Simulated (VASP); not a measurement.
# Ga4TeO (P4/mmm) in VASP: a series of runs

Runs on Ga4TeO. Level: PBE. Tasks: relaxation of cell and atoms, single point.

All numbers are computed with VASP 6.6.1; they aren't measurements. Logs are shortened: lines on timing, memory, paths and dates and some standing lists are left out, and cuts for length are marked.

**1. The cell of the first run**

The structure is tetragonal, space group P4/mmm (No. 123). Conventional cell: a = 3.917 Å, b = 3.917 Å, c = 6.793 Å, α = 90.00°, β = 90.00°, γ = 90.00°. Within 2.5 Å of Ga (site symmetry 4mm) lie 1 O at 1.91 Å. Ga (site symmetry mmm) has 2 O at 1.96 Å within 2.6 Å. Te (site symmetry 4/mmm) has 16 Ga at 3.14 to 3.92 Å and 4 Te at 3.92 Å within 4.1 Å. Within 2.5 Å of O (site symmetry 4/mmm) lie 6 Ga at 1.91 to 1.96 Å.

The cell was generated, and may not be a known phase.

**2. Relaxation of cell and atoms, PBE**

The input, INCAR:

```
SYSTEM = Ga4TeO
ALGO = Normal
EDIFF = 1E-6
EDIFFG = -0.04
ENCUT = 600
GGA = PE
IBRION = 2
ISIF = 3
ISMEAR = 0
LASPH = .TRUE.
LCHARG = .FALSE.
LREAL = .FALSE.
LWAVE = .FALSE.
NELM = 80
NSW = 90
PREC = Accurate
SIGMA = 0.1
```

The input, KPOINTS:

```
k-points
0
G
  4 4 4
  0 0 0
```

The input, POSCAR:

```
Ga4TeO
1.0
    3.9170944300      0.0000000000      0.0000000000
    0.0000000000      3.9170944300      0.0000000000
    0.0000000000      0.0000000000      6.7931233000
Ga Te O
4 1 1
Direct
    0.0000000000      0.0000000000      0.7185918700
    0.0000000000      0.0000000000      0.2814081300
    0.5000000000      0.0000000000      0.0000000000
    0.0000000000      0.5000000000      0.0000000000
    0.5000000000      0.5000000000      0.5000000000
    0.0000000000      0.0000000000      0.0000000000
```

Potentials or basis: VASP PAW PBE potentials, release 64 (Ga_d, Te, O).

The run is started by

```sh
$ cat potpaw_PBE.64/Ga_d/POTCAR potpaw_PBE.64/Te/POTCAR potpaw_PBE.64/O/POTCAR > POTCAR
$ mpirun -np 1 vasp_std > vasp.out
```

OUTCAR:

```text
SYSTEM = Ga4TeO
   EDIFF = 1E-6
   EDIFFG = -0.04
   ENCUT = 600
   GGA = PE
   IBRION = 2
   ISIF = 3
   ISMEAR = 0
   LASPH = .TRUE.
   LREAL = .FALSE.
   NELM = 80
   NSW = 90
   PREC = Accurate

 ion  position               nearest neighbor table
   1  0.000  0.000  0.719-   6 1.91   4 2.74   3 2.74   4 2.74   3 2.74   5 3.14   5 3.14   5 3.14
                             5 3.14
   2  0.000  0.000  0.281-   6 1.91   4 2.74   3 2.74   4 2.74   3 2.74   5 3.14   5 3.14   5 3.14
                             5 3.14
   3  0.500  0.000  0.000-   6 1.96   6 1.96   1 2.74   1 2.74   2 2.74   2 2.74   4 2.77   4 2.77
                             4 2.77   4 2.77
   4  0.000  0.500  0.000-   6 1.96   6 1.96   1 2.74   1 2.74   2 2.74   2 2.74   3 2.77   3 2.77
                             3 2.77   3 2.77
   5  0.500  0.500  0.500-   1 3.14   2 3.14   1 3.14   2 3.14   1 3.14   2 3.14   1 3.14   2 3.14

   6  0.000  0.000  0.000-   1 1.91   2 1.91   3 1.96   4 1.96   4 1.96   3 1.96

  LATTYP: Found a simple tetragonal cell.
 ALAT       =     3.9170944300
 C/A-ratio  =     1.7342250542

  Lattice vectors:

 A1 = (   3.9170944300,   0.0000000000,   0.0000000000)
 A2 = (   0.0000000000,   3.9170944300,   0.0000000000)
 A3 = (   0.0000000000,   0.0000000000,   6.7931233000)

Analysis of symmetry for initial positions (statically):
=====================================================================
 Subroutine PRICEL returns:
 Original cell was already a primitive cell.

 Routine SETGRP: Setting up the symmetry group for a
 simple tetragonal supercell.

 Subroutine GETGRP returns: Found 16 space group operations
 (whereof 16 operations were pure point group operations)
 out of a pool of 16 trial point group operations.

The static configuration has the point symmetry D_4h.

Analysis of symmetry for dynamics (positions and initial velocities):
=====================================================================
 Subroutine PRICEL returns:
 Original cell was already a primitive cell.

 Routine SETGRP: Setting up the symmetry group for a
 simple tetragonal supercell.

 Subroutine GETGRP returns: Found 16 space group operations
 (whereof 16 operations were pure point group operations)
 out of a pool of 16 trial point group operations.

The dynamic configuration has the point symmetry D_4h.

 Subroutine INISYM returns: Found 16 space group operations
 (whereof 16 operations are pure point group operations),
 and found     1 'primitive' translations

----------------------------------------------------------------------------------------

                                     Primitive cell

  volume of cell :     104.2312

  direct lattice vectors                    reciprocal lattice vectors
     3.917094430  0.000000000  0.000000000     0.255291267  0.000000000  0.000000000
     0.000000000  3.917094430  0.000000000     0.000000000  0.255291267  0.000000000
     0.000000000  0.000000000  6.793123300     0.000000000  0.000000000  0.147207692

[... 76 lines left out ...]
   ISTART =      0    job   : 0-new  1-cont  2-samecut
   ICHARG =      2    charge: 1-file 2-atom 10-const
   ISPIN  =      1    spin polarized calculation?
   LNONCOLLINEAR =      F non collinear calculations
   LSORBIT =      F    spin-orbit coupling
   LASPH  =      T    aspherical Exc in radial PAW
   ENCUT  =  600.0 eV  44.10 Ry    6.64 a.u.   7.82  7.82 13.57*2*pi/ulx,y,z
   NELM   =     80;   NELMIN=  2; NELMDL= -5     # of ELM steps
   EDIFF  = 0.1E-05   stopping-criterion for ELM
   LREAL  =      F    real-space projection
   EDIFFG = -.4E-01   stopping-criterion for IOM
   NSW    =     90    number of steps for IOM
   IBRION =      2    ionic relax: 0-MD 1-quasi-New 2-CG
   NFREE  =      1    steps in history (QN), initial steepest desc. (CG)
   ISIF   =      3    stress and relaxation
   ISYM   =      2    0-nonsym 1-usesym 2-fastsym
   POTIM  = 0.5000    time-step for ionic-motion
   TEBEG  =    0.0;   TEEND  =   0.0 temperature during run
   PSTRESS=    0.0 pullay stress
   NELECT =      64.0000    total number of electrons
   NUPDOWN=      -1.0000    fix difference up-down
   EMIN   =  10.00;   EMAX   =-10.00  energy-range for DOS
   EFERMI =   0.00;   METHOD = LEGACY
   ISMEAR =     0;   SIGMA  =   0.10  broadening in eV -4-tet -1-fermi 0-gaus
   EFERMI_NEDOS =   21; number of points for ismear=-14 and -15
   IALGO  =     38    algorithm
   IMIX   =      4    mixing-type and parameters
     AMIX     =   0.40;   BMIX     =  1.00
     AMIX_MAG =   1.60;   BMIX_MAG =  1.00
  volume/ion in A,a.u.               =      17.37       117.23
  Fermi-wavevector in a.u.,A,eV,Ry     =   1.391454  2.629467 26.342855  1.936145
  Thomas-Fermi vector in A             =   2.515292
   LORBIT       =      0    0 simple, 1 ext, 2 COOP (PROOUT), +10 PAW based schemes
   GGA     = PE    functional components
   LHFCALC =     F    Hartree Fock is set to
   AEXX    =    0.0000 exact exchange contribution
   IVDW    =     0    specifies the selected vdW correction
   LEPSILON=     F    determine dielectric tensor
   LRPA    =     F    only Hartree local field effects (RPA)
 conjugate gradient relaxation of ions
 non-spin polarized calculation
 Gauss-broadening in eV      SIGMA  =   0.10
  energy-cutoff  :      600.00
  volume of cell :      104.23
 maximum number of plane-waves:      3496
 NGX is ok and might be reduce to    32
   NGX = 15   NGY = 15   NGZ = 27

--------------------------------------- Ionic step        1  -------------------------------------------

 number of electron      63.9999957 magnetization

 Free energy of the ion-electron system (eV)
  ---------------------------------------------------
  ext. energy  EPLUGINS =         0.00000000
  ---------------------------------------------------
  free energy    TOTEN  =       -16.34746205 eV

  energy without entropy =      -16.31638995  energy(sigma->0) =      -16.33192600

 E-fermi :   6.9808     XC(G=0): -11.0326

 val. band max:        6.9472656810   @ k =   0.2500   0.2500   0.0000
 cond. band min:       6.9831608450   @ k =   0.0000   0.0000   0.5000
 fundamental gap:      0.0358951640
 Fermi energy:         6.9808103489

 k-point     1 :       0.0000    0.0000    0.0000
  band No.  band energies     occupation
      1     -16.5517      2.00000
      2      -8.7612      2.00000
      3      -8.6370      2.00000
      4      -8.6370      2.00000
      5      -8.4902      2.00000
      6      -8.4372      2.00000
[... 926 lines left out ...]
--------------------------------------- Ionic step        6  -------------------------------------------

 number of electron      63.9999971 magnetization

 Free energy of the ion-electron system (eV)
  ---------------------------------------------------
  ext. energy  EPLUGINS =         0.00000000
  ---------------------------------------------------
  free energy    TOTEN  =       -19.67731695 eV

  energy without entropy =      -19.66897873  energy(sigma->0) =      -19.67314784

 E-fermi :   3.7254     XC(G=0):  -9.4681

 val. band max:        3.6596431701   @ k =   0.5000   0.5000   0.0000
 cond. band min:       3.7463746457   @ k =   0.0000   0.0000   0.5000
 fundamental gap:      0.0867314756
 Fermi energy:         3.7254197077

 k-point     1 :       0.0000    0.0000    0.0000
  band No.  band energies     occupation
      1     -15.4039      2.00000
      2     -11.2174      2.00000
      3     -11.2076      2.00000
      4     -11.1800      2.00000
      5     -11.1800      2.00000
      6     -11.1600      2.00000
[... 760 lines left out ...]
  FREE ENERGIE OF THE ION-ELECTRON SYSTEM (eV)
  ---------------------------------------------------
  free  energy   TOTEN  =       -19.6773169497 eV

  energy  without entropy=      -19.6689787325  energy(sigma->0) =      -19.67314784

 reached required accuracy - stopping structural energy minimisation
```

CONTCAR:

```text
Ga4TeO
   1.00000000000000
     4.4465186490339885    0.0000000000000000    0.0000000000000000
     0.0000000000000000    4.4465186490339885    0.0000000000000000
     0.0000000000000000   -0.0000000000000000    7.2870649948588753
  Ga              Te              O
     4     1     1
Direct
     0.0000000000000000    0.0000000000000000    0.6779783385510653
     0.0000000000000000    0.0000000000000000    0.3220216614489347
     0.5000000000000000    0.0000000000000000    0.0000000000000000
     0.0000000000000000    0.5000000000000000    0.0000000000000000
     0.5000000000000000    0.5000000000000000    0.5000000000000000
     0.0000000000000000    0.0000000000000000    0.0000000000000000

  0.00000000E+00  0.00000000E+00  0.00000000E+00
  0.00000000E+00  0.00000000E+00  0.00000000E+00
  0.00000000E+00  0.00000000E+00  0.00000000E+00
  0.00000000E+00  0.00000000E+00  0.00000000E+00
  0.00000000E+00  0.00000000E+00  0.00000000E+00
  0.00000000E+00  0.00000000E+00  0.00000000E+00
```

Wall time 11 min (1 thread of Oxide Virtual Turin-like, shared host); peak memory 0.25 GiB.

What came out:

- Free energy: -19.6773 eV
- Relaxed volume: 24.01 Å³/atom
- Relaxed cell: a = 4.447 Å, b = 4.447 Å, c = 7.287 Å, α = 90.00°, β = 90.00°, γ = 90.00°
- Space group after relaxing (to 0.1 Å): P4/mmm (No. 123)
- Energy gained by relaxing: 555.0 meV/atom
- Ionic steps: 6
- Pressure after relaxing: 0.0 GPa
- Largest force after relaxing: 0.030 eV/Å
- Band gap on the k mesh: zero (bands 32 and 33 overlap by 1.36 eV)

Forces in eV/Å, atoms in the order of the input:
```
Ga   0.000  0.000 -0.030
Ga   0.000  0.000  0.030
Ga   0.000  0.000  0.000
Ga   0.000  0.000  0.000
Te   0.000  0.000  0.000
O    0.000  0.000  0.000
```

The path:
| step | energy change (eV) | largest force (eV/Å) | pressure (GPa) | volume (Å³) |
| --- | --- | --- | --- | --- |
| 1 | 0.0000 | 4.3000 | 25.26 | 104.23 |
| 2 | -3.2174 | 0.6206 | -1.06 | 151.23 |
| 3 | -3.2187 | 0.6763 | -0.82 | 149.41 |
| 4 | -3.2862 | 0.4784 | -0.54 | 147.21 |
| 5 | -3.3293 | 0.0574 | 0.08 | 143.62 |
| 6 | -3.3299 | 0.0297 | -0.03 | 144.08 |

Final structure:
```xyz
6
Lattice="4.4465 0.0000 0.0000 0.0000 4.4465 0.0000 0.0000 0.0000 7.2871" Properties=species:S:1:pos:R:3 pbc="T T T"
Ga    0.0000    0.0000    4.9405
Ga    0.0000    0.0000    2.3466
Ga    2.2233    0.0000    0.0000
Ga    0.0000    2.2233    0.0000
Te    2.2233    2.2233    3.6435
O     0.0000    0.0000    0.0000
```

Caveat: the k points lie up to 0.35 Å⁻¹ apart in the final cell, too coarse for converged energies and pressures of a metal; the volume moved by over 15 % at a fixed basis, so the end points are rough; spin-orbit coupling is left out, which moves the levels of the heavy elements.

**3. Single point, PBE**

This run uses another cell than the first one, of 25.03 Å³/atom.

The input, INCAR:

```
SYSTEM = Ga4TeO
  ALGO = Fast
  EDIFF = 1E-7
  ENCUT = 520
  GGA = PE
  ISIF = 2
  ISMEAR = 0
  LASPH = .True.
  LCHARG = .False.
  LREAL = .False.
  LWAVE = .False.
  NBANDS = 41
  NELM = 80
  PREC = Accurate
  SIGMA = 0.1
```

The input, KPOINTS:

```
k-points
0
Gamma
  8 8 6
  0 0 0
```

The input, POSCAR:

```
Ga4TeO
1.0
    4.7602673836      0.0000000000      0.0000000000
    0.0000000000      4.7602673836      0.0000000000
    0.0000000000      0.0000000000      6.6265387822
Ga Te O
4 1 1
Direct
    0.0000000000      0.0000000000      0.6905843049
    0.0000000000      0.0000000000      0.3094156951
    0.5000000000      0.0000000000      0.0000000000
    0.0000000000      0.5000000000      0.0000000000
    0.5000000000      0.5000000000      0.5000000000
    0.0000000000      0.0000000000      0.0000000000
```

Potentials or basis: VASP PAW PBE potentials, release 64 (Ga_d, Te, O).

The run is started by

```sh
$ cat potpaw_PBE.64/Ga_d/POTCAR potpaw_PBE.64/Te/POTCAR potpaw_PBE.64/O/POTCAR > POTCAR
$ mpirun -np 1 vasp_std > vasp.out
```

OUTCAR:

```text
SYSTEM = Ga4TeO
   EDIFF = 1E-7
   ENCUT = 520
   GGA = PE
   ISIF = 2
   ISMEAR = 0
   LASPH = .True.
   LREAL = .False.
   NELM = 80
   PREC = Accurate

 ion  position               nearest neighbor table
   1  0.000  0.000  0.691-   6 2.05   2 2.53
   2  0.000  0.000  0.309-   6 2.05   1 2.53
   3  0.500  0.000  0.000-   6 2.38   6 2.38
   4  0.000  0.500  0.000-   6 2.38   6 2.38
[... 1266 lines left out ...]
  --------------------------------------------------------------------------------------
  -------------------------------------------------------------------------------------
  Total        0.0401210      0.0401210      0.2025100      0.0000000      0.0000000      0.0000000
  in kB        0.4280883      0.4280883      2.1607657      0.0000000      0.0000000      0.0000000
  external PRESSURE =       1.0056474 kB  Pullay stress =       0.0000000 kB

 VOLUME and BASIS-vectors are now :
 -----------------------------------------------------------------------------
  energy-cutoff  :      520.00
  volume of cell :      150.16
      direct lattice vectors                 reciprocal lattice vectors
     4.760267384  0.000000000  0.000000000     0.210072233  0.000000000  0.000000000
     0.000000000  4.760267384  0.000000000     0.000000000  0.210072233  0.000000000
     0.000000000  0.000000000  6.626538782     0.000000000  0.000000000  0.150908345

 POSITION                                       TOTAL-FORCE (eV/Angst)
 -----------------------------------------------------------------------------------
      0.00000      0.00000      4.57618        -0.000000     -0.000000     -0.047420
      0.00000      0.00000      2.05036         0.000000     -0.000000      0.047420
      2.38013      0.00000      0.00000         0.000000      0.000000     -0.000000
      0.00000      2.38013      0.00000         0.000000      0.000000     -0.000000
      2.38013      2.38013      3.31327         0.000000      0.000000     -0.000000
      0.00000      0.00000      0.00000         0.000000      0.000000     -0.000000
 -----------------------------------------------------------------------------------
    total drift:                                0.000000      0.000000     -0.000000

  FREE ENERGIE OF THE ION-ELECTRON SYSTEM (eV)
  ---------------------------------------------------
  free  energy   TOTEN  =       -19.6934664515 eV

  energy  without entropy=      -19.6848570990  energy(sigma->0) =      -19.68916178
```

stdout:

```text
POSCAR found type information on POSCAR GaTeO
 POSCAR found :  3 types and       6 ions
 scaLAPACK will be used
 LDA part: xc-table for (Slater+PW92), standard interpolation
 POSCAR, INCAR and KPOINTS ok, starting setup
 FFT: planning ... GRIDC
 FFT: planning ... GRID_SOFT
 FFT: planning ... GRID
 WAVECAR not read
 entering main loop
WARNING in EDDRMM: call to ZHEGV failed, returncode =   6  3     39
```

Wall time 12 min (1 thread of Oxide Virtual Turin-like, shared host); peak memory 0.42 GiB.

Results:

```yaml
Free_energy: -19.6935 eV
Pressure: 0.1 GPa
Largest_force: 0.047 eV/Å
Band_gap_on_the_k_mesh: zero (bands 32 and 33 overlap by 1.57 eV)
```

Forces on the atoms (eV/Å):
```
Ga   0.000  0.000 -0.047
Ga   0.000  0.000  0.047
Ga   0.000  0.000  0.000
Ga   0.000  0.000  0.000
Te   0.000  0.000  0.000
O    0.000  0.000  0.000
```

Levels at points of the mesh, in eV from the Fermi level:
```
           k point  band 28  band 29  band 30  band 31  band 32  band 33  band 34  band 35  band 36  band 37
(0.00, 0.00, 0.00)    -3.06    -2.32    -1.42    -1.42     1.10     2.68     2.68     2.71     2.71     2.83
(0.50, 0.00, 0.00)    -2.38    -1.20    -0.87    -0.48    -0.38     1.34     1.61     1.67     2.32     2.61
(0.50, 0.50, 0.00)    -2.58    -1.33    -1.24    -0.57    -0.57    -0.41    -0.41     0.27     1.26     4.58
(0.00, 0.00, 0.50)    -3.04    -1.96    -1.55    -1.55    -0.17     1.11     1.99     1.99     2.16     3.09
(0.50, 0.00, 0.50)    -2.06    -1.62    -0.77    -0.72    -0.33    -0.17     1.16     1.88     2.37     2.53
(0.50, 0.50, 0.50)    -3.19    -2.68    -2.48    -0.93    -0.93     0.70     1.73     1.73     3.40     3.54
```

Caveat: spin-orbit coupling is left out, which moves the levels of the heavy elements.

The gap in the log of VASP goes by the Fermi energy; the results here count the filled bands.